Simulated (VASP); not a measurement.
# SnO2 (P4_2/mnm) in VASP: settings compared

The runs below take SnO2 through band structure, with PBE, LDA.

All numbers are computed with VASP 6.6.1; they aren't measurements. Logs are shortened: lines on timing, memory, paths and dates and some standing lists are left out, and cuts for length are marked.

## (1) The cell of the first run

Symmetry: P4_2/mnm, No. 136, tetragonal system. Conventional cell: a = 4.771 Å, b = 4.771 Å, c = 3.217 Å, α = 90.00°, β = 90.00°, γ = 90.00°. Sn (site symmetry mmm) has 6 O at 2.07 Å within 2.7 Å. Within 2.7 Å of O (site symmetry m2m) lie 3 Sn at 2.07 Å and 1 O at 2.61 Å.

## (2) Band structure, PBE

File INCAR:

```
ALGO = Normal ; EDIFF = 1E-6
ENCUT = 520 ; GGA = PE
ISIF = 2 ; ISMEAR = 0
KPAR = 2 ; LASPH = True
LCHARG = False ; LREAL = False
LWAVE = False ; NBANDS = 35
NELM = 80 ; PREC = Accurate
SIGMA = 0.03
```

File KPOINTS:

```
k-points
0
Gamma
  6 6 8
```

File POSCAR:

```
SnO2                                    
1.0
    4.7714001542      0.0000000000      0.0000000000
   -0.0000000000      4.7714001542      0.0000000000
    0.0000000000      0.0000000000      3.2165924293
  Sn              O             
     2     4
Direct
     0.0000000000000000    0.0000000000000000    0.0000000000000000
     0.5000000000000000    0.5000000000000000    0.5000000000000000
     0.3062614077595441    0.3062614077595441    0.0000000000000000
     0.1937385922404559    0.8062614077595440    0.5000000000000000
     0.6937385922404560    0.6937385922404560    0.0000000000000000
     0.8062614077595440    0.1937385922404559    0.5000000000000000
```

File KPOINTS_OPT:

```
explicit points
168
Reciprocal
 0.0000000000  0.0000000000  0.0000000000 1
 0.0000000000  0.0555555556  0.0000000000 1
 0.0000000000  0.1111111111  0.0000000000 1
 0.0000000000  0.1666666667  0.0000000000 1
 0.0000000000  0.2222222222  0.0000000000 1
 0.0000000000  0.2777777778  0.0000000000 1
[... 160 lines left out ...]
 0.0000000000  0.0000000000  0.5177501500 1
 0.0000000000  0.0000000000  0.4822498500 1
```

Potentials or basis: VASP PAW PBE potentials, release 64 (Sn_d, O).

Command:

```bash
$ cat potpaw_PBE.64/Sn_d/POTCAR potpaw_PBE.64/O/POTCAR > POTCAR
$ mpirun -np 2 vasp_std > vasp.out
```

OUTCAR:

```text
EDIFF = 1E-6
   ENCUT = 520
   GGA = PE
   ISIF = 2
   ISMEAR = 0
   LASPH = True
   LREAL = False
   NELM = 80
   PREC = Accurate

 ion  position               nearest neighbor table
   1  0.000  0.000  0.000-   3 2.07   5 2.07   4 2.07   6 2.07   4 2.07   6 2.07   2 3.74   2 3.74
                             2 3.74   2 3.74   2 3.74   2 3.74   2 3.74   2 3.74
   2  0.500  0.500  0.500-   4 2.07   6 2.07   5 2.07   3 2.07   3 2.07   5 2.07   1 3.74   1 3.74
                             1 3.74   1 3.74   1 3.74   1 3.74   1 3.74   1 3.74
   3  0.306  0.306  0.000-   1 2.07   2 2.07   2 2.07
   4  0.194  0.806  0.500-   2 2.07   1 2.07   1 2.07
   5  0.694  0.694  0.000-   1 2.07   2 2.07   2 2.07
   6  0.806  0.194  0.500-   2 2.07   1 2.07   1 2.07

  LATTYP: Found a simple tetragonal cell.
 ALAT       =     4.7714001542
 C/A-ratio  =     0.6741401529

  Lattice vectors:

 A1 = (   4.7714001542,   0.0000000000,   0.0000000000)
 A2 = (   0.0000000000,   4.7714001542,   0.0000000000)
 A3 = (   0.0000000000,   0.0000000000,   3.2165924293)

Analysis of symmetry for initial positions (statically):
=====================================================================
 Subroutine PRICEL returns:
 Original cell was already a primitive cell.

 Routine SETGRP: Setting up the symmetry group for a
 simple tetragonal supercell.

 Subroutine GETGRP returns: Found 16 space group operations
 (whereof  8 operations were pure point group operations)
 out of a pool of 16 trial point group operations.

The static configuration has the point symmetry D_2h.
 The point group associated with its full space group is D_4h.

Analysis of symmetry for dynamics (positions and initial velocities):
=====================================================================
 Subroutine PRICEL returns:
 Original cell was already a primitive cell.

 Routine SETGRP: Setting up the symmetry group for a
 simple tetragonal supercell.

 Subroutine GETGRP returns: Found 16 space group operations
 (whereof  8 operations were pure point group operations)
 out of a pool of 16 trial point group operations.

The dynamic configuration has the point symmetry D_2h.
 The point group associated with its full space group is D_4h.

 Subroutine INISYM returns: Found 16 space group operations
 (whereof  8 operations are pure point group operations),
 and found     1 'primitive' translations
[... 97 lines left out ...]
   ISPIN  =      1    spin polarized calculation?
   LNONCOLLINEAR =      F non collinear calculations
   LSORBIT =      F    spin-orbit coupling
   LASPH  =      T    aspherical Exc in radial PAW
   ENCUT  =  520.0 eV  38.22 Ry    6.18 a.u.   8.87  8.87  5.98*2*pi/ulx,y,z
   NELM   =     80;   NELMIN=  2; NELMDL= -5     # of ELM steps
   EDIFF  = 0.1E-05   stopping-criterion for ELM
   LREAL  =      F    real-space projection
   EDIFFG = 0.1E-04   stopping-criterion for IOM
   NSW    =      0    number of steps for IOM
   IBRION =     -1    ionic relax: 0-MD 1-quasi-New 2-CG
   NFREE  =      0    steps in history (QN), initial steepest desc. (CG)
   ISIF   =      2    stress and relaxation
   ISYM   =      2    0-nonsym 1-usesym 2-fastsym
   POTIM  = 0.5000    time-step for ionic-motion
   TEBEG  =    0.0;   TEEND  =   0.0 temperature during run
   PSTRESS=    0.0 pullay stress
   NELECT =      52.0000    total number of electrons
   NUPDOWN=      -1.0000    fix difference up-down
   EMIN   =  10.00;   EMAX   =-10.00  energy-range for DOS
   EFERMI =   0.00;   METHOD = LEGACY
   ISMEAR =     0;   SIGMA  =   0.03  broadening in eV -4-tet -1-fermi 0-gaus
   EFERMI_NEDOS =   21; number of points for ismear=-14 and -15
   IALGO  =     38    algorithm
   IMIX   =      4    mixing-type and parameters
     AMIX     =   0.40;   BMIX     =  1.00
     AMIX_MAG =   1.60;   BMIX_MAG =  1.00
  volume/ion in A,a.u.               =      12.20        82.36
  Fermi-wavevector in a.u.,A,eV,Ry     =   1.460540  2.760020 29.023625  2.133176
  Thomas-Fermi vector in A             =   2.576977
   LORBIT       =      0    0 simple, 1 ext, 2 COOP (PROOUT), +10 PAW based schemes
   GGA     = PE    functional components
   LHFCALC =     F    Hartree Fock is set to
   AEXX    =    0.0000 exact exchange contribution
   IVDW    =     0    specifies the selected vdW correction
   LEPSILON=     F    determine dielectric tensor
   LRPA    =     F    only Hartree local field effects (RPA)
 non-spin polarized calculation
 Gauss-broadening in eV      SIGMA  =   0.03
  energy-cutoff  :      520.00
  volume of cell :       73.23
 maximum number of plane-waves:      2004
 NGX is ok and might be reduce to    36
   NGX = 17   NGY = 17   NGZ = 11

 number of electron      52.0000008 magnetization

 Free energy of the ion-electron system (eV)
  ---------------------------------------------------
  ext. energy  EPLUGINS =         0.00000000
  ---------------------------------------------------
  free energy    TOTEN  =       -37.26244584 eV

  energy without entropy =      -37.26244584  energy(sigma->0) =      -37.26244584

 E-fermi :   6.0006     XC(G=0): -11.1361

 val. band max:        5.8750219931   @ k =   0.0000   0.0000   0.0000
 cond. band min:       6.8512765084   @ k =   0.0000   0.0000   0.0000
 fundamental gap:      0.9762545153
 Fermi energy:         6.0005679666

 k-point     1 :       0.0000    0.0000    0.0000
  band No.  band energies     occupation
      1     -15.1983      2.00000
      2     -14.4557      2.00000
      3     -14.2351      2.00000
      4     -14.2087      2.00000
      5     -14.2087      2.00000
      6     -14.1440      2.00000
[... 901 lines left out ...]
     34      18.1579      0.00000
     35      18.3328      0.00000

 [... further k-points ...]
[... 5 lines left out ...]
  --------------------------------------------------------------------------------------
  -------------------------------------------------------------------------------------
  Total        2.7316375      2.7316375      3.1413964      0.0000000      0.0000000      0.0000000
  in kB       59.7648632     59.7648632     68.7298835      0.0000000      0.0000000      0.0000000
  external PRESSURE =      62.7532033 kB  Pullay stress =       0.0000000 kB

 VOLUME and BASIS-vectors are now :
 -----------------------------------------------------------------------------
  energy-cutoff  :      520.00
  volume of cell :       73.23
      direct lattice vectors                 reciprocal lattice vectors
     4.771400154  0.000000000  0.000000000     0.209582087  0.000000000  0.000000000
     0.000000000  4.771400154  0.000000000     0.000000000  0.209582087  0.000000000
     0.000000000  0.000000000  3.216592429     0.000000000  0.000000000  0.310888004

 POSITION                                       TOTAL-FORCE (eV/Angst)
 -----------------------------------------------------------------------------------
      0.00000      0.00000      0.00000         0.000000      0.000000      0.000000
      2.38570      2.38570      1.60830         0.000000      0.000000      0.000000
      1.46130      1.46130      0.00000        -0.043145     -0.043145      0.000000
      0.92440      3.84700      1.60830         0.043145     -0.043145      0.000000
      3.31010      3.31010      0.00000         0.043145      0.043145      0.000000
      3.84700      0.92440      1.60830        -0.043145      0.043145      0.000000
 -----------------------------------------------------------------------------------
    total drift:                                0.000000      0.000000      0.000000

  FREE ENERGIE OF THE ION-ELECTRON SYSTEM (eV)
  ---------------------------------------------------
  free  energy   TOTEN  =       -37.2624458380 eV

  energy  without entropy=      -37.2624458380  energy(sigma->0) =      -37.26244584
```

OSZICAR:

```text
N       E                     dE             d eps       ncg     rms          rms(c)
DAV:   1     0.627466721356E+03    0.62747E+03   -0.25656E+04  3911   0.232E+03
DAV:   2     0.550801847942E+02   -0.57239E+03   -0.53923E+03  3812   0.607E+02
[... 46 lines left out ...]
       N       E                     dE             ncg
DAV:   1     0.520535831993E+05   -0.21775E+05     1420
DAV:   2     0.419897995510E+05   -0.10064E+05     1356
DAV:   3     0.403245631243E+05   -0.16652E+04     1379
DAV:   4     0.402398655128E+05   -0.84698E+02     1623
DAV:   5     0.402376594251E+05   -0.22061E+01     1615
DAV:   6     0.402375888214E+05   -0.70604E-01     1643
DAV:   7     0.402375841541E+05   -0.46673E-02     1895
DAV:   8     0.402375841190E+05   -0.35144E-04     1538
DAV:   9     0.402375841178E+05   -0.11761E-05     1103
DAV:  10     0.402375841177E+05   -0.89953E-07     1100
```

stdout:

```text
POSCAR found type information on POSCAR SnO
 POSCAR found :  2 types and       6 ions
 scaLAPACK will be used
 LDA part: xc-table for (Slater+PW92), standard interpolation
 POSCAR, INCAR and KPOINTS ok, starting setup
 FFT: planning ... GRIDC
 FFT: planning ... GRID_SOFT
 FFT: planning ... GRID
 WAVECAR not read
 entering main loop
 Start KPOINTS_OPT (optional k-point list driver)
k-point batch [1-50\168]
k-point batch [51-100\168]
k-point batch [101-150\168]
k-point batch [151-168\168]
```

Wall time 3.9 min (2 MPI ranks of Intel Xeon Platinum 8175M at 2.50GHz (Skylake/Cascade Lake), shared host); peak memory 0.28 GiB.

What came out:

```
Free energy             : -37.2624 eV
Pressure                : 6.3 GPa
Largest force           : 0.061 eV/Å
Band gap on the k mesh  : 0.98 eV
Band gap along the path : 0.98 eV
```

Forces on the atoms (eV/Å):
```
Sn   0.000  0.000  0.000
Sn   0.000  0.000  0.000
O   -0.043 -0.043  0.000
O    0.043 -0.043  0.000
O    0.043  0.043  0.000
O   -0.043  0.043  0.000
```

Levels at the corners of the path, in eV from the valence-band top:
| point | band 24 | band 25 | band 26 | band 27 | band 28 | band 29 |
| --- | --- | --- | --- | --- | --- | --- |
| Γ | -0.76 | -0.76 | 0.00 | 0.98 | 5.94 | 6.19 |
| X | -1.21 | -0.62 | -0.62 | 4.19 | 4.19 | 6.95 |
| X | -1.21 | -0.62 | -0.62 | 4.19 | 4.19 | 6.95 |
| M | -1.33 | -0.88 | -0.88 | 4.58 | 4.58 | 7.35 |
| M | -1.33 | -0.88 | -0.88 | 4.58 | 4.58 | 7.35 |
| Γ | -0.76 | -0.76 | 0.00 | 0.98 | 5.94 | 6.19 |
| Γ | -0.76 | -0.76 | 0.00 | 0.98 | 5.94 | 6.19 |
| Z | -1.60 | -1.22 | -1.22 | 5.92 | 5.92 | 9.59 |
| Z | -1.60 | -1.22 | -1.22 | 5.92 | 5.92 | 9.59 |
| R | -1.06 | -0.72 | -0.72 | 6.19 | 6.19 | 7.88 |
| R | -1.06 | -0.72 | -0.72 | 6.19 | 6.19 | 7.88 |
| A | -0.94 | -0.81 | -0.81 | 4.63 | 4.63 | 8.79 |
| A | -0.94 | -0.81 | -0.81 | 4.63 | 4.63 | 8.79 |
| Z | -1.60 | -1.22 | -1.22 | 5.92 | 5.92 | 9.59 |
| X | -1.21 | -0.62 | -0.62 | 4.19 | 4.19 | 6.95 |
| R | -1.06 | -0.72 | -0.72 | 6.19 | 6.19 | 7.88 |
| M | -1.33 | -0.88 | -0.88 | 4.58 | 4.58 | 7.35 |
| A | -0.94 | -0.81 | -0.81 | 4.63 | 4.63 | 8.79 |

Caveat: the cell stands under pressure; spin-orbit coupling is left out, which moves the levels of the heavy elements.

## (3) Band structure, LDA

Edit INCAR of step 2 so:

```diff
@@ -1,3 +1,3 @@
 ALGO = Normal ; EDIFF = 1E-6
-ENCUT = 520 ; GGA = PE
+ENCUT = 520 ; GGA = CA
 ISIF = 2 ; ISMEAR = 0
```

KPOINTS is that of step 2.

POSCAR is that of step 2.

KPOINTS_OPT is that of step 2.

Potentials or basis: VASP PAW LDA potentials, release 64 (Sn_d, O).

Command:

```bash
$ cat potpaw_LDA.64/Sn_d/POTCAR potpaw_LDA.64/O/POTCAR > POTCAR
$ mpirun -np 2 vasp_std > vasp.out
```

Run time: 4.2 min. Hardware: 2 MPI ranks of Intel Xeon Platinum 8175M at 2.50GHz (Skylake/Cascade Lake), shared host; peak memory 0.27 GiB.

It converged, with:

| Property | Result |
| --- | --- |
| Free energy | -42.2582 eV |
| Pressure | -4.7 GPa |
| Largest force | 0.041 eV/Å |
| Band gap on the k mesh | 0.87 eV |
| Band gap along the path | 0.87 eV |

Forces in eV/Å, atoms in the order of the input:
```
Sn   0.000  0.000  0.000
Sn   0.000  0.000  0.000
O    0.029  0.029  0.000
O   -0.029  0.029  0.000
O   -0.029 -0.029  0.000
O    0.029 -0.029  0.000
```

Stress tensor (GPa, compression positive):
```
-4.51  0.00  0.00
 0.00 -4.51  0.00
 0.00  0.00 -5.21
```

Levels at the corners of the path, in eV from the valence-band top:
| point | band 23 | band 24 | band 25 | band 26 | band 27 | band 28 | band 29 | band 30 |
| --- | --- | --- | --- | --- | --- | --- | --- | --- |
| Γ | -1.29 | -0.79 | -0.79 | 0.00 | 0.87 | 5.71 | 5.94 | 5.94 |
| X | -1.25 | -1.25 | -0.64 | -0.64 | 4.05 | 4.05 | 6.68 | 6.68 |
| X | -1.25 | -1.25 | -0.64 | -0.64 | 4.05 | 4.05 | 6.68 | 6.68 |
| M | -1.37 | -1.37 | -0.89 | -0.89 | 4.43 | 4.43 | 7.12 | 7.12 |
| M | -1.37 | -1.37 | -0.89 | -0.89 | 4.43 | 4.43 | 7.12 | 7.12 |
| Γ | -1.29 | -0.79 | -0.79 | 0.00 | 0.87 | 5.71 | 5.94 | 5.94 |
| Γ | -1.29 | -0.79 | -0.79 | 0.00 | 0.87 | 5.71 | 5.94 | 5.94 |
| Z | -1.65 | -1.65 | -1.25 | -1.25 | 5.74 | 5.74 | 9.33 | 9.33 |
| Z | -1.65 | -1.65 | -1.25 | -1.25 | 5.74 | 5.74 | 9.33 | 9.33 |
| R | -1.09 | -1.09 | -0.75 | -0.75 | 6.01 | 6.01 | 7.65 | 7.65 |
| R | -1.09 | -1.09 | -0.75 | -0.75 | 6.01 | 6.01 | 7.65 | 7.65 |
| A | -0.97 | -0.97 | -0.82 | -0.82 | 4.44 | 4.44 | 8.49 | 8.49 |
| A | -0.97 | -0.97 | -0.82 | -0.82 | 4.44 | 4.44 | 8.49 | 8.49 |
| Z | -1.65 | -1.65 | -1.25 | -1.25 | 5.74 | 5.74 | 9.33 | 9.33 |
| X | -1.25 | -1.25 | -0.64 | -0.64 | 4.05 | 4.05 | 6.68 | 6.68 |
| R | -1.09 | -1.09 | -0.75 | -0.75 | 6.01 | 6.01 | 7.65 | 7.65 |
| M | -1.37 | -1.37 | -0.89 | -0.89 | 4.43 | 4.43 | 7.12 | 7.12 |
| A | -0.97 | -0.97 | -0.82 | -0.82 | 4.44 | 4.44 | 8.49 | 8.49 |

Caveat: the cell stands under tension; spin-orbit coupling is left out, which moves the levels of the heavy elements.
